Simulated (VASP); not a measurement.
# Y in VASP: notebook, part 2 of 2

VASP 6.6.1. Earlier steps stand in the parts before.

## 5. Single point, LDA

Input file INCAR:

```
SYSTEM = Y
ALGO = Normal
EDIFF = 1E-6
ENCUT = 520
GGA = CA
ISIF = 2
ISMEAR = -1
LASPH = .True.
LCHARG = .True.
LELF = .True.
LREAL = .False.
LVHAR = .True.
LWAVE = .False.
NBANDS = 12
NELM = 60
PREC = Accurate
SIGMA = 0.05
```

Input file KPOINTS:

```
k-points
0
Gamma
  13 13 13
  0 0 0
```

Input file POSCAR:

```
Y
1.0
    0.0000000000      2.4850000000      2.4850000000
    2.4850000000      0.0000000000      2.4850000000
    2.4850000000      2.4850000000      0.0000000000
Y
1
Direct
    0.0000000000      0.0000000000      0.0000000000
```

Potentials or basis: VASP PAW LDA potentials, release 64 (Y_sv).

Started as:

```
> cat potpaw_LDA.64/Y_sv/POTCAR > POTCAR
> mpirun -np 1 vasp_std > vasp.out
```

OUTCAR:

```text
SYSTEM = Y
   EDIFF = 1E-6
   ENCUT = 520
   GGA = CA
   ISIF = 2
   ISMEAR = -1
   LASPH = .True.
   LREAL = .False.
   NELM = 60
   PREC = Accurate

 ion  position               nearest neighbor table
   1  0.000  0.000  0.000-

  LATTYP: Found a face centered cubic cell.
 ALAT       =     4.9700000000

  Lattice vectors:

 A1 = (   0.0000000000,   2.4850000000,   2.4850000000)
 A2 = (   2.4850000000,   0.0000000000,   2.4850000000)
 A3 = (   2.4850000000,   2.4850000000,   0.0000000000)

Analysis of symmetry for initial positions (statically):
=====================================================================
 Subroutine PRICEL returns:
 Original cell was already a primitive cell.

 Routine SETGRP: Setting up the symmetry group for a
 face centered cubic supercell.

 Subroutine GETGRP returns: Found 48 space group operations
 (whereof 48 operations were pure point group operations)
 out of a pool of 48 trial point group operations.

The static configuration has the point symmetry O_h .

Analysis of symmetry for dynamics (positions and initial velocities):
=====================================================================
 Subroutine PRICEL returns:
 Original cell was already a primitive cell.

 Routine SETGRP: Setting up the symmetry group for a
 face centered cubic supercell.

 Subroutine GETGRP returns: Found 48 space group operations
 (whereof 48 operations were pure point group operations)
 out of a pool of 48 trial point group operations.

The dynamic configuration has the point symmetry O_h .

 Subroutine INISYM returns: Found 48 space group operations
 (whereof 48 operations are pure point group operations),
 and found     1 'primitive' translations

----------------------------------------------------------------------------------------

                                     Primitive cell

  volume of cell :      30.6909

  direct lattice vectors                    reciprocal lattice vectors
     0.000000000  2.485000000  2.485000000    -0.201207243  0.201207243  0.201207243
     2.485000000  0.000000000  2.485000000     0.201207243 -0.201207243  0.201207243
     2.485000000  2.485000000  0.000000000     0.201207243  0.201207243 -0.201207243

  length of vectors
     3.514320702  3.514320702  3.514320702     0.348501169  0.348501169  0.348501169

  position of ions in fractional coordinates (direct lattice)
     0.000000000  0.000000000  0.000000000

  ion indices of the primitive-cell ions
   primitive index   ion index
                 1           1

----------------------------------------------------------------------------------------

 KPOINTS: k-points

Automatic generation of k-mesh.
 Grid dimensions read from file:
 generate k-points for:   13   13   13

 Generating k-lattice:

  Cartesian coordinates                     Fractional coordinates (reciprocal lattice)
    -0.015477480  0.015477480  0.015477480     0.076923077  0.000000000  0.000000000
     0.015477480 -0.015477480  0.015477480     0.000000000  0.076923077  0.000000000
     0.015477480  0.015477480 -0.015477480     0.000000000  0.000000000  0.076923077

  Length of vectors
     0.026807782  0.026807782  0.026807782

  Shift w.r.t. Gamma in fractional coordinates (k-lattice)
     0.000000000  0.000000000  0.000000000

 Subroutine IBZKPT returns following result:
 ===========================================

 Found     84 irreducible k-points:

 Following reciprocal coordinates:
            Coordinates               Weight
  0.000000  0.000000  0.000000      1.000000
  0.076923  0.000000  0.000000      8.000000
  0.153846  0.000000  0.000000      8.000000
  0.230769  0.000000  0.000000      8.000000
  0.307692  0.000000  0.000000      8.000000
  0.384615  0.000000  0.000000      8.000000
[... 16 lines left out ...]
  0.384615  0.153846  0.000000     24.000000
  0.461538  0.153846  0.000000     24.000000
 [... further k-points ...]
   k-points           NKPTS =     84   k-points in BZ     NKDIM =     84   number of bands    NBANDS=     12
   number of dos      NEDOS =    301   number of ions     NIONS =      1
   total plane-waves  NPLWV =  21952
   dimension x,y,z NGX =    28 NGY =   28 NGZ =   28
   dimension x,y,z NGXF=    56 NGYF=   56 NGZF=   56
   ions per type =               1
   NGX,Y,Z   is equivalent  to a cutoff of  13.25, 13.25, 13.25 a.u.
   NGXF,Y,Z  is equivalent  to a cutoff of  26.49, 26.49, 26.49 a.u.
 SYSTEM =  Y
   PREC   = accura    normal or accurate (medium, high low for compatibility)
   ISTART =      0    job   : 0-new  1-cont  2-samecut
   ICHARG =      2    charge: 1-file 2-atom 10-const
   ISPIN  =      1    spin polarized calculation?
   LNONCOLLINEAR =      F non collinear calculations
   LSORBIT =      F    spin-orbit coupling
   LASPH  =      T    aspherical Exc in radial PAW
   ENCUT  =  520.0 eV  38.22 Ry    6.18 a.u.   6.53  6.53  6.53*2*pi/ulx,y,z
   NELM   =     60;   NELMIN=  2; NELMDL= -5     # of ELM steps
   EDIFF  = 0.1E-05   stopping-criterion for ELM
   LREAL  =      F    real-space projection
   EDIFFG = 0.1E-04   stopping-criterion for IOM
   NSW    =      0    number of steps for IOM
   IBRION =     -1    ionic relax: 0-MD 1-quasi-New 2-CG
   NFREE  =      0    steps in history (QN), initial steepest desc. (CG)
   ISIF   =      2    stress and relaxation
   ISYM   =      2    0-nonsym 1-usesym 2-fastsym
   POTIM  = 0.5000    time-step for ionic-motion
   TEBEG  =    0.0;   TEEND  =   0.0 temperature during run
   PSTRESS=    0.0 pullay stress
   NELECT =      11.0000    total number of electrons
   NUPDOWN=      -1.0000    fix difference up-down
   EMIN   =  10.00;   EMAX   =-10.00  energy-range for DOS
   EFERMI =   0.00;   METHOD = LEGACY
   ISMEAR =    -1;   SIGMA  =   0.05  broadening in eV -4-tet -1-fermi 0-gaus
   EFERMI_NEDOS =   21; number of points for ismear=-14 and -15
   IALGO  =     38    algorithm
   IMIX   =      4    mixing-type and parameters
     AMIX     =   0.40;   BMIX     =  1.00
     AMIX_MAG =   1.60;   BMIX_MAG =  1.00
  volume/ion in A,a.u.               =      30.69       207.11
  Fermi-wavevector in a.u.,A,eV,Ry     =   1.162883  2.197530 18.399114  1.352297
  Thomas-Fermi vector in A             =   2.299439
   LORBIT       =      0    0 simple, 1 ext, 2 COOP (PROOUT), +10 PAW based schemes
   GGA     = CA    functional components
   LHFCALC =     F    Hartree Fock is set to
   AEXX    =    0.0000 exact exchange contribution
   IVDW    =     0    specifies the selected vdW correction
   LEPSILON=     F    determine dielectric tensor
   LRPA    =     F    only Hartree local field effects (RPA)
 non-spin polarized calculation
  energy-cutoff  :      520.00
  volume of cell :       30.69
 maximum number of plane-waves:       869
 NGX is ok and might be reduce to    28
   NGX = 13   NGY = 13   NGZ = 13

 number of electron      10.9999999 magnetization

 Free energy of the ion-electron system (eV)
  ---------------------------------------------------
  ext. energy  EPLUGINS =         0.00000000
  ---------------------------------------------------
  free energy    TOTEN  =        -6.93756595 eV

  energy without entropy =       -6.92569011  energy(sigma->0) =       -6.93162803

 E-fermi :   3.2097     XC(G=0):  -9.9060

 val. band max:        3.2080331765   @ k =   0.4615   0.2308   0.0769
 cond. band min:       3.2114856526   @ k =  -0.2308   0.3846   0.1538
 fundamental gap:      0.0034524761
 Fermi energy:         3.2097342213

 k-point     1 :       0.0000    0.0000    0.0000
  band No.  band energies     occupation
      1     -39.0973      2.00000
      2     -18.8647      2.00000
      3     -18.8647      2.00000
      4     -18.8647      2.00000
      5      -1.6131      2.00000
      6       5.0041      0.00000
      7       5.0041      0.00000
      8       5.0041      0.00000
      9       7.1464      0.00000
     10       7.1464      0.00000
     11      12.4210      0.00000
     12      15.8212      0.00000
[... 331 lines left out ...]
 k-point    24 :       0.4615    0.1538    0.0000
  band No.  band energies     occupation
      1     -39.0086      2.00000
      2     -19.4787      2.00000
      3     -19.0344      2.00000
      4     -18.9924      2.00000
      5       1.4861      2.00000
      6       3.3925      0.05038
      7       4.3865      0.00000
      8       5.4283      0.00000
      9       8.4563      0.00000
     10       8.7958      0.00000
     11      11.5212      0.00000
     12      13.7635      0.00000

 [... further k-points ...]

------------------------ aborting loop because EDIFF is reached ----------------------------------------

  FORCE on cell =-STRESS in cart. coord.  units (eV):
  Direction    XX          YY          ZZ          XY          YZ          ZX
  --------------------------------------------------------------------------------------
  -------------------------------------------------------------------------------------
  Total       -0.3677001     -0.3677001     -0.3677001     -0.0000000     -0.0000000     -0.0000000
  in kB      -19.1953121    -19.1953121    -19.1953121     -0.0000000     -0.0000000     -0.0000000
  external PRESSURE =     -19.1953121 kB  Pullay stress =       0.0000000 kB

 VOLUME and BASIS-vectors are now :
 -----------------------------------------------------------------------------
  energy-cutoff  :      520.00
  volume of cell :       30.69
      direct lattice vectors                 reciprocal lattice vectors
     0.000000000  2.485000000  2.485000000    -0.201207243  0.201207243  0.201207243
     2.485000000  0.000000000  2.485000000     0.201207243 -0.201207243  0.201207243
     2.485000000  2.485000000  0.000000000     0.201207243  0.201207243 -0.201207243

 POSITION                                       TOTAL-FORCE (eV/Angst)
 -----------------------------------------------------------------------------------
      0.00000      0.00000      0.00000         0.000000      0.000000     -0.000000
 -----------------------------------------------------------------------------------
    total drift:                               -0.000000     -0.000000     -0.000000

  FREE ENERGIE OF THE ION-ELECTRON SYSTEM (eV)
  ---------------------------------------------------
  free  energy   TOTEN  =        -6.9375659457 eV

  energy  without entropy=       -6.9256901098  energy(sigma->0) =       -6.93162803
```

Wall time 14 s (1 thread of AMD EPYC 9R45 (Zen 5), shared host); peak memory 0.15 GiB.

Results:

| Item | Value |
| --- | --- |
| Free energy | -6.9376 eV |
| Pressure | -1.9 GPa |
| Band gap on the k mesh | zero (an odd number of electrons rules out a gap without spin polarisation) |

Levels at points of the mesh, in eV from the Fermi level:
| k point | band 1 | band 2 | band 3 | band 4 | band 5 | band 6 | band 7 | band 8 | band 9 | band 10 |
| --- | --- | --- | --- | --- | --- | --- | --- | --- | --- | --- |
| (0.00, 0.00, 0.00) | -42.31 | -22.07 | -22.07 | -22.07 | -4.82 | 1.79 | 1.79 | 1.79 | 3.94 | 3.94 |

## 6. Single point, PBE, non-collinear spin, zero start, spin-orbit coupling

Input file INCAR:

```
SYSTEM = Y
ALGO = Normal
EDIFF = 1E-6
ENCUT = 520
GGA = PE
GGA_COMPAT = .False.
ISIF = 2
ISMEAR = -1
LASPH = .True.
LCHARG = .False.
LMAXMIX = 4
LORBIT = 11
LORBMOM = .True.
LREAL = .False.
LSORBIT = .True.
LWAVE = .False.
MAGMOM = 0 0 0
NBANDS = 22
NELM = 150
PREC = Accurate
SIGMA = 0.05
```

KPOINTS is that of step 5.

POSCAR is that of step 5.

Potentials or basis: VASP PAW PBE potentials, release 64 (Y_sv).

Started as:

```
> cat potpaw_PBE.64/Y_sv/POTCAR > POTCAR
> mpirun -np 1 vasp_ncl > vasp.out
```

OUTCAR:

```text
SYSTEM = Y
   EDIFF = 1E-6
   ENCUT = 520
   GGA = PE
   ISIF = 2
   ISMEAR = -1
   LASPH = .True.
   LORBIT = 11
   LREAL = .False.
   LSORBIT = .True.
   NELM = 150
   PREC = Accurate

 ion  position               nearest neighbor table
   1  0.000  0.000  0.000-

  LATTYP: Found a face centered cubic cell.
 ALAT       =     4.9700000000

  Lattice vectors:

 A1 = (   0.0000000000,   2.4850000000,   2.4850000000)
 A2 = (   2.4850000000,   0.0000000000,   2.4850000000)
 A3 = (   2.4850000000,   2.4850000000,   0.0000000000)

Analysis of symmetry for initial positions (statically):
[... 848 lines left out ...]
  1         0.000   0.000   0.000   0.000
 ------------------------------------------------
            0.000   0.000   0.000   0.000

 Spin-Orbit-Coupling matrix elements

 Ion:    1  E_soc:     -0.0990918
 l=   1
     0.0000000    -0.0163798    -0.0163798
    -0.0163798     0.0000000    -0.0163798
    -0.0163798    -0.0163798     0.0000000
 l=   2
     0.0000000    -0.0000048     0.0000000    -0.0000048    -0.0001308
    -0.0000048     0.0000000    -0.0000981    -0.0000048    -0.0000327
     0.0000000    -0.0000981     0.0000000    -0.0000981     0.0000000
    -0.0000048    -0.0000048    -0.0000981     0.0000000    -0.0000327
    -0.0001308    -0.0000327     0.0000000    -0.0000327     0.0000000
 l=   3
     0.0000000    -0.0000000     0.0000000     0.0000000     0.0000000     0.0000000     0.0000000
    -0.0000000     0.0000000    -0.0000000     0.0000000    -0.0000000    -0.0000000    -0.0000000
     0.0000000    -0.0000000     0.0000000     0.0000000     0.0000000     0.0000000     0.0000000
     0.0000000     0.0000000     0.0000000     0.0000000     0.0000000     0.0000000     0.0000000
     0.0000000    -0.0000000     0.0000000     0.0000000     0.0000000     0.0000000     0.0000000
     0.0000000    -0.0000000     0.0000000     0.0000000     0.0000000     0.0000000     0.0000000
     0.0000000    -0.0000000     0.0000000     0.0000000     0.0000000     0.0000000     0.0000000

 total charge

# of ion       s       p       d       f       tot
--------------------------------------------------
    1        2.291   6.226   1.003   0.008   9.528

 magnetization (x)

# of ion       s       p       d       f       tot
--------------------------------------------------
    1        0.000   0.000   0.000   0.000   0.000

 magnetization (y)

# of ion       s       p       d       f       tot
--------------------------------------------------
    1       -0.000   0.000   0.000   0.000  -0.000

 magnetization (z)

# of ion       s       p       d       f       tot
--------------------------------------------------
    1        0.000   0.000  -0.000   0.000  -0.000
```

OSZICAR:

```text
N       E                     dE             d eps       ncg     rms          rms(c)
DAV:   1     0.427119245767E+02    0.42712E+02   -0.55019E+03  3696   0.963E+02
DAV:   2    -0.338860911170E+01   -0.46101E+02   -0.44844E+02  4620   0.228E+02
DAV:   3    -0.653475878304E+01   -0.31461E+01   -0.31035E+01  6236   0.346E+01
DAV:   4    -0.661485766436E+01   -0.80099E-01   -0.79900E-01  4634   0.522E+00
DAV:   5    -0.661624573521E+01   -0.13881E-02   -0.13879E-02  4814   0.551E-01    0.235E+01
DAV:   6    -0.647429432912E+01    0.14195E+00   -0.16947E-01  4246   0.315E+00    0.145E+01
DAV:   7    -0.645142963717E+01    0.22865E-01   -0.24704E-01  4740   0.363E+00    0.418E+00
DAV:   8    -0.645505536784E+01   -0.36257E-02   -0.23788E-02  4564   0.928E-01    0.808E-01
DAV:   9    -0.645249134133E+01    0.25640E-02   -0.14082E-02  4034   0.100E+00    0.175E-01
DAV:  10    -0.645246117153E+01    0.30170E-04   -0.11508E-03  4354   0.255E-01    0.860E-02
DAV:  11    -0.645245973550E+01    0.14360E-05   -0.27838E-05  5020   0.460E-02    0.254E-02
DAV:  12    -0.645246260389E+01   -0.28684E-05   -0.40680E-06  4176   0.188E-02    0.136E-02
DAV:  13    -0.645246357563E+01   -0.97174E-06   -0.55046E-07  3070   0.723E-03
   1 F= -.64524636E+01 E0= -.64466494E+01  d E =-.116283E-01  mag=    -0.0000    -0.0000     0.0000
```

Wall time 80 s (1 thread of AMD EPYC 9R45 (Zen 5), shared host); peak memory 0.28 GiB.

What came out:

```yaml
Free_energy: -6.4525 eV
Pressure: 2.2 GPa
Net_moment: 0.00 μB per cell
Valence_electrons_inside_the_program's_atomic_spheres: Y 9.53
```

Moments on the atoms (μB; x, y, z):
```
Y   0.00 0.00 0.00
```

## 7. Overview

| level | potentials or basis | spin | cell | gap on the mesh (eV) | pressure (GPa) |
| --- | --- | --- | --- | --- | --- |
| PBE | VASP PAW PBE potentials, release 64 (Y_sv) | off | a = 3.514, b = 3.514, c = 3.541 Å, angles 59.8, 59.8, 59.5°, 1 atom | none | 2.3 |
| LDA | VASP PAW LDA potentials, release 64 (Y_sv) | off | a = 3.514 Å, angles 60.0°, 1 atom | none | -1.9 |
| PBE | VASP PAW PBE potentials, release 64 (Y_sv) | off | a = 3.514 Å, angles 60.0°, 1 atom | none | 2.3 |
| PBE | VASP PAW PBE potentials, release 64 (Y_sv) | non-collinear, zero start, SOC | a = 3.514 Å, angles 60.0°, 1 atom | - | 2.2 |

Alike in all rows: task single point; k mesh 13 × 13 × 13; cutoff (eV) 520; smearing fermi-dirac 0.05 eV.

Absolute energies hang on the potentials; compare differences alone.
